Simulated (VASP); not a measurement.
# GaSb (Immm) in VASP: a series of runs

Aim: see how the results for GaSb move with the level of theory and the settings. Levels: LDA, PBE. Tasks: relaxation of cell and atoms, single point.

All numbers are computed with VASP 6.6.1; they aren't measurements. Logs are shortened: lines on timing, memory, paths and dates and some standing lists are left out, and cuts for length are marked.

## Step 1: The cell of the first run

Symmetry: Immm, No. 71, orthorhombic system. The conventional cell has a = 3.112 Å, b = 5.350 Å, c = 5.787 Å, α = 90.00°, β = 90.00°, γ = 90.00°. Within 3.8 Å of Sb (site symmetry mmm) lie 6 Ga at 2.89 to 3.09 Å and 2 Sb at 3.11 Å. Within 3.8 Å of Ga (site symmetry mmm) lie 6 Sb at 2.89 to 3.09 Å and 2 Ga at 3.11 Å.

## Step 2: Relaxation of cell and atoms, LDA

Input file INCAR:

```
SYSTEM = GaSb
PREC = Accurate ; ENCUT = 600
EDIFF = 1E-6 ; ISMEAR = -1
SIGMA = 0.05 ; LREAL = .FALSE.
LASPH = .TRUE. ; NELM = 80
ALGO = Normal ; ISIF = 3
LWAVE = .FALSE. ; LCHARG = .FALSE.
GGA = CA ; IBRION = 2
NSW = 80 ; EDIFFG = -0.02
```

Input file KPOINTS:

```
regular mesh
0
G
  7 7 7
  0 0 0
```

Input file POSCAR:

```
GaSb
1.0
   -1.5559010000      2.6750030000      2.8933130000
    1.5559010000     -2.6750030000      2.8933130000
    1.5559010000      2.6750030000     -2.8933130000
Sb Ga
1 1
Direct
    0.5000000000      0.5000000000      0.0000000000
    0.0000000000      0.0000000000      0.0000000000
```

Potentials or basis: VASP PAW LDA potentials, release 64 (Sb, Ga_d).

The run is started by

```console
$ cat potpaw_LDA.64/Sb/POTCAR potpaw_LDA.64/Ga_d/POTCAR > POTCAR
$ mpirun -np 1 vasp_std > vasp.out
```

OUTCAR:

```text
SYSTEM = GaSb
   PREC = Accurate
   ENCUT = 600
   EDIFF = 1E-6
   ISMEAR = -1
   LREAL = .FALSE.
   LASPH = .TRUE.
   NELM = 80
   ISIF = 3
   GGA = CA
   IBRION = 2
   NSW = 80
   EDIFFG = -0.02

 ion  position               nearest neighbor table
   1  0.500  0.500  0.000-   2 2.89   2 2.89   2 3.09   2 3.09   2 3.09   2 3.09
   2  0.000  0.000  0.000-   1 2.89   1 2.89   1 3.09   1 3.09   1 3.09   1 3.09

  LATTYP: Found a body centered orthorhombic cell.
 ALAT       =     3.1118020000
 B/A-ratio  =     1.7192629865
 C/A-ratio  =     1.8595739703

  Lattice vectors:

 A1 = (  -1.5559010000,   2.6750030000,   2.8933130000)
 A2 = (   1.5559010000,  -2.6750030000,   2.8933130000)
 A3 = (   1.5559010000,   2.6750030000,  -2.8933130000)

Analysis of symmetry for initial positions (statically):
=====================================================================
 Subroutine PRICEL returns:
 Original cell was already a primitive cell.

 Routine SETGRP: Setting up the symmetry group for a
 body centered orthorhombic supercell.

 Subroutine GETGRP returns: Found  8 space group operations
 (whereof  8 operations were pure point group operations)
 out of a pool of  8 trial point group operations.

The static configuration has the point symmetry D_2h.

Analysis of symmetry for dynamics (positions and initial velocities):
=====================================================================
 Subroutine PRICEL returns:
 Original cell was already a primitive cell.

 Routine SETGRP: Setting up the symmetry group for a
 body centered orthorhombic supercell.

 Subroutine GETGRP returns: Found  8 space group operations
 (whereof  8 operations were pure point group operations)
 out of a pool of  8 trial point group operations.

The dynamic configuration has the point symmetry D_2h.

 Subroutine INISYM returns: Found  8 space group operations
 (whereof  8 operations are pure point group operations),
 and found     1 'primitive' translations

----------------------------------------------------------------------------------------

                                     Primitive cell

  volume of cell :      48.1683

  direct lattice vectors                    reciprocal lattice vectors
    -1.555901000  2.675003000  2.893313000     0.000000000  0.186915678  0.172812274
     1.555901000 -2.675003000  2.893313000     0.321357207  0.000000000  0.172812274
     1.555901000  2.675003000 -2.893313000     0.321357207  0.186915678  0.000000000

  length of vectors
     4.236476022  4.236476022  4.236476022     0.254561491  0.364876057  0.371763265

  position of ions in fractional coordinates (direct lattice)
     0.500000000  0.500000000  0.000000000
     0.000000000  0.000000000  0.000000000

  ion indices of the primitive-cell ions
   primitive index   ion index
                 1           1
                 2           2

----------------------------------------------------------------------------------------

 KPOINTS: regular mesh

Automatic generation of k-mesh.
 Grid dimensions read from file:
 generate k-points for:    7    7    7

 Generating k-lattice:

  Cartesian coordinates                     Fractional coordinates (reciprocal lattice)
     0.000000000  0.026702240  0.024687468     0.142857143  0.000000000  0.000000000
     0.045908172  0.000000000  0.024687468     0.000000000  0.142857143 -0.000000000
     0.045908172  0.026702240  0.000000000     0.000000000 -0.000000000  0.142857143

  Length of vectors
     0.036365927  0.052125151  0.053109038

  Shift w.r.t. Gamma in fractional coordinates (k-lattice)
     0.000000000  0.000000000  0.000000000

 Subroutine IBZKPT returns following result:
 ===========================================

 Found     64 irreducible k-points:

 Following reciprocal coordinates:
            Coordinates               Weight
  0.000000  0.000000  0.000000      1.000000
  0.142857  0.000000  0.000000      4.000000
  0.285714  0.000000 -0.000000      4.000000
  0.428571  0.000000 -0.000000      4.000000
  0.000000  0.142857 -0.000000      4.000000
  0.142857  0.142857 -0.000000      8.000000
[... 16 lines left out ...]
 -0.428571  0.428571  0.000000      4.000000
 -0.285714  0.428571  0.000000      8.000000
 [... further k-points ...]
   k-points           NKPTS =     64   k-points in BZ     NKDIM =     64   number of bands    NBANDS=     13
   number of dos      NEDOS =    301   number of ions     NIONS =      2
   total plane-waves  NPLWV =  46656
   dimension x,y,z NGX =    36 NGY =   36 NGZ =   36
   dimension x,y,z NGXF=    72 NGYF=   72 NGZF=   72
   ions per type =               1   1
   NGX,Y,Z   is equivalent  to a cutoff of  14.13, 14.13, 14.13 a.u.
   NGXF,Y,Z  is equivalent  to a cutoff of  28.25, 28.25, 28.25 a.u.
 SYSTEM =  GaSb
   PREC   = accura    normal or accurate (medium, high low for compatibility)
   ISTART =      0    job   : 0-new  1-cont  2-samecut
   ICHARG =      2    charge: 1-file 2-atom 10-const
   ISPIN  =      1    spin polarized calculation?
   LNONCOLLINEAR =      F non collinear calculations
   LSORBIT =      F    spin-orbit coupling
   LASPH  =      T    aspherical Exc in radial PAW
   ENCUT  =  600.0 eV  44.10 Ry    6.64 a.u.   8.46  8.46  8.46*2*pi/ulx,y,z
   NELM   =     80;   NELMIN=  2; NELMDL= -5     # of ELM steps
   EDIFF  = 0.1E-05   stopping-criterion for ELM
   LREAL  =      F    real-space projection
   EDIFFG = -.2E-01   stopping-criterion for IOM
   NSW    =     80    number of steps for IOM
   IBRION =      2    ionic relax: 0-MD 1-quasi-New 2-CG
   NFREE  =      1    steps in history (QN), initial steepest desc. (CG)
   ISIF   =      3    stress and relaxation
   ISYM   =      2    0-nonsym 1-usesym 2-fastsym
   POTIM  = 0.5000    time-step for ionic-motion
   TEBEG  =    0.0;   TEEND  =   0.0 temperature during run
   PSTRESS=    0.0 pullay stress
   NELECT =      18.0000    total number of electrons
   NUPDOWN=      -1.0000    fix difference up-down
   EMIN   =  10.00;   EMAX   =-10.00  energy-range for DOS
   EFERMI =   0.00;   METHOD = LEGACY
   ISMEAR =    -1;   SIGMA  =   0.05  broadening in eV -4-tet -1-fermi 0-gaus
   EFERMI_NEDOS =   21; number of points for ismear=-14 and -15
   IALGO  =     38    algorithm
   IMIX   =      4    mixing-type and parameters
     AMIX     =   0.40;   BMIX     =  1.00
     AMIX_MAG =   1.60;   BMIX_MAG =  1.00
  volume/ion in A,a.u.               =      24.08       162.53
  Fermi-wavevector in a.u.,A,eV,Ry     =   1.179176  2.228319 18.918287  1.390455
  Thomas-Fermi vector in A             =   2.315491
   LORBIT       =      0    0 simple, 1 ext, 2 COOP (PROOUT), +10 PAW based schemes
   GGA     = CA    functional components
   LHFCALC =     F    Hartree Fock is set to
   AEXX    =    0.0000 exact exchange contribution
   IVDW    =     0    specifies the selected vdW correction
   LEPSILON=     F    determine dielectric tensor
   LRPA    =     F    only Hartree local field effects (RPA)
 conjugate gradient relaxation of ions
 non-spin polarized calculation
  energy-cutoff  :      600.00
  volume of cell :       48.17
 maximum number of plane-waves:      1627
 NGX is ok and might be reduce to    36
   NGX = 17   NGY = 17   NGZ = 17

--------------------------------------- Ionic step        1  -------------------------------------------

 number of electron      17.9999996 magnetization

 Free energy of the ion-electron system (eV)
  ---------------------------------------------------
  ext. energy  EPLUGINS =         0.00000000
  ---------------------------------------------------
  free energy    TOTEN  =        -8.36522343 eV

  energy without entropy =       -8.36094887  energy(sigma->0) =       -8.36308615

------------------------ aborting loop because EDIFF is reached ----------------------------------------

  FORCE on cell =-STRESS in cart. coord.  units (eV):
  Direction    XX          YY          ZZ          XY          YZ          ZX
  --------------------------------------------------------------------------------------
  -------------------------------------------------------------------------------------
  Total       -1.1949945     -1.3683226     -1.6091060     -0.0000000      0.0000000      0.0000000
  in kB      -39.7479588    -45.5132057    -53.5221554     -0.0000000      0.0000000      0.0000000
  external PRESSURE =     -46.2611067 kB  Pullay stress =       0.0000000 kB
[... 237 lines left out ...]
  energy  without entropy=       -8.4206866780  energy(sigma->0) =       -8.42297832

--------------------------------------- Ionic step        8  -------------------------------------------

 number of electron      18.0000000 magnetization

 Free energy of the ion-electron system (eV)
  ---------------------------------------------------
  ext. energy  EPLUGINS =         0.00000000
  ---------------------------------------------------
  free energy    TOTEN  =        -8.42534133 eV

  energy without entropy =       -8.42079956  energy(sigma->0) =       -8.42307045

 E-fermi :   7.2996     XC(G=0): -10.8474

 val. band max:        7.2823121469   @ k =   0.4286  -0.2857   0.1429
 cond. band min:       7.3143038945   @ k =  -0.1429   0.2857   0.1429
 fundamental gap:      0.0319917475
 Fermi energy:         7.2996305591

 k-point     1 :       0.0000    0.0000    0.0000
  band No.  band energies     occupation
      1      -7.7750      2.00000
      2      -7.6739      2.00000
      3      -7.6730      2.00000
      4      -7.6424      2.00000
      5      -7.6048      2.00000
      6      -5.2367      2.00000
      7       4.3548      2.00000
      8       5.0049      2.00000
      9       5.4683      2.00000
     10      10.6507      0.00000
     11      13.0553      0.00000
     12      13.8501      0.00000
     13      15.3250      0.00000
[... 353 lines left out ...]
 k-point    24 :      -0.2857    0.4286    0.0000
  band No.  band energies     occupation
      1      -7.7426      2.00000
      2      -7.6813      2.00000
      3      -7.6792      2.00000
      4      -7.6431      2.00000
      5      -7.5973      2.00000
      6      -1.8323      2.00000
      7       3.0168      2.00000
      8       4.2780      2.00000
      9       5.3461      2.00000
     10       6.7390      1.99997
     11      10.5135      0.00000
     12      11.3091      0.00000
     13      11.3579      0.00000

 [... further k-points ...]
[... 5 lines left out ...]
  --------------------------------------------------------------------------------------
  -------------------------------------------------------------------------------------
  Total       -0.0272638     -0.0351609     -0.0060962      0.0000000      0.0000000      0.0000000
  in kB       -0.9843201     -1.2694330     -0.2200929      0.0000000      0.0000000      0.0000000
  external PRESSURE =      -0.8246153 kB  Pullay stress =       0.0000000 kB
[... 17 lines left out ...]
  FREE ENERGIE OF THE ION-ELECTRON SYSTEM (eV)
  ---------------------------------------------------
  free  energy   TOTEN  =        -8.4253413332 eV

  energy  without entropy=       -8.4207995601  energy(sigma->0) =       -8.42307045

 reached required accuracy - stopping structural energy minimisation
```

Wall time 3.2 min (1 thread of AMD EPYC 7R43 (Zen 3), shared host); peak memory 0.18 GiB.

What came out:

```yaml
Free_energy: -8.4253 eV
Relaxed_volume: 22.19 Å³/atom
Relaxed_cell: a = 4.116 Å, b = 4.116 Å, c = 4.116 Å, α = 136.59°, β = 101.76°, γ = 94.00°
Space_group_after_relaxing_to_0.05_Å: Immm (No. 71)
Energy_gained_by_relaxing: 30.1 meV/atom
Ionic_steps: 8
Pressure_after_relaxing: -0.1 GPa
Band_gap_on_the_k_mesh: zero (band 9 reaches 9.37 eV, above the bottom of band 10 at 4.81 eV)
```

Stress tensor (GPa, compression positive):
```
-0.10  0.00  0.00
 0.00 -0.13  0.00
 0.00  0.00 -0.02
```

Step by step:
| step | energy change (eV) | largest force (eV/Å) | pressure (GPa) | volume (Å³) |
| --- | --- | --- | --- | --- |
| 1 | 0.0000 | 0.0000 | -4.63 | 48.17 |
| 2 | -0.0561 | 0.0000 | 1.41 | 43.48 |
| 3 | -0.0600 | 0.0000 | -0.02 | 44.36 |
| 4 | -0.0599 | 0.0000 | 0.17 | 44.28 |
| 5 | -0.0600 | 0.0000 | -0.14 | 44.43 |
| 6 | -0.0600 | 0.0000 | -0.08 | 44.40 |
| 7 | -0.0600 | 0.0000 | -0.10 | 44.41 |
| 8 | -0.0601 | 0.0000 | -0.08 | 44.38 |

Final structure:
```cif
data_structure
_symmetry_space_group_name_H-M 'P 1'
_symmetry_Int_Tables_number 1
_cell_length_a 4.1157
_cell_length_b 4.1157
_cell_length_c 4.1157
_cell_angle_alpha 136.590
_cell_angle_beta 101.758
_cell_angle_gamma 94.000
_cell_volume 44.38
loop_
_atom_site_label
_atom_site_type_symbol
_atom_site_fract_x
_atom_site_fract_y
_atom_site_fract_z
_atom_site_occupancy
Sb1 Sb 0.50000 0.50000 0.00000 1
Ga1 Ga 0.00000 0.00000 0.00000 1
```

Levels at points of the mesh, in eV from the Fermi level:
```csv
k point,band 7,band 8,band 9,band 10,band 11,band 12
"(0.00, 0.00, 0.00)",-2.94,-2.29,-1.83,3.35,5.76,6.55
```

Caveat: spin-orbit coupling is left out, which moves the levels of the heavy elements.

## Step 3: Single point, PBE

Input file INCAR:

```
SYSTEM = GaSb
PREC = Accurate
ENCUT = 520
EDIFF = 1E-6
ISMEAR = 0
SIGMA = 0.05
LREAL = .False.
LASPH = .True.
NELM = 80
ALGO = Normal
ISIF = 2
LWAVE = .False.
LCHARG = .True.
GGA = PE
LELF = .True.
LVHAR = .True.
NBANDS = 16
```

Input file KPOINTS:

```
Automatic mesh
0
Gamma
  8 8 8
  0 0 0
```

POSCAR is that of step 2.

Potentials or basis: VASP PAW PBE potentials, release 64 (Sb, Ga_d).

The run is started by

```console
$ cat potpaw_PBE.64/Sb/POTCAR potpaw_PBE.64/Ga_d/POTCAR > POTCAR
$ mpirun -np 1 vasp_std > vasp.out
```

It took 19 s on 1 thread of Intel Xeon 6975P-C (Granite Rapids), shared host; peak memory 0.22 GiB.

The run converged. Its results:

```yaml
Free_energy: -6.9774 eV
Pressure: -0.2 GPa
Band_gap_on_the_k_mesh: zero (band 9 reaches 8.43 eV, above the bottom of band 10 at 4.18 eV)
```

Stress tensor (GPa, compression positive):
```
 2.40  0.00  0.00
 0.00 -0.81  0.00
 0.00  0.00 -2.13
```

Levels at points of the mesh, in eV from the Fermi level:
| k point | band 6 | band 7 | band 8 | band 9 | band 10 | band 11 | band 12 | band 13 |
| --- | --- | --- | --- | --- | --- | --- | --- | --- |
| (0.00, 0.00, 0.00) | -11.87 | -3.14 | -2.07 | -1.65 | 3.44 | 5.44 | 6.20 | 7.61 |
| (0.50, 0.00, 0.00) | -10.47 | -7.96 | -0.14 | 1.54 | 2.11 | 2.64 | 4.89 | 7.10 |
| (0.00, 0.50, 0.00) | -7.96 | -5.94 | -1.94 | -0.39 | -0.19 | 1.17 | 2.92 | 3.76 |
| (0.50, 0.50, 0.00) | -7.94 | -4.95 | -2.93 | -1.98 | -1.65 | 3.38 | 3.92 | 6.55 |
| (0.50, 0.50, 0.50) | -9.44 | -5.86 | -5.02 | -4.72 | 3.37 | 7.17 | 9.66 | 10.35 |

Caveat: spin-orbit coupling is left out, which moves the levels of the heavy elements.

(Part 1 of 2 ends here.)
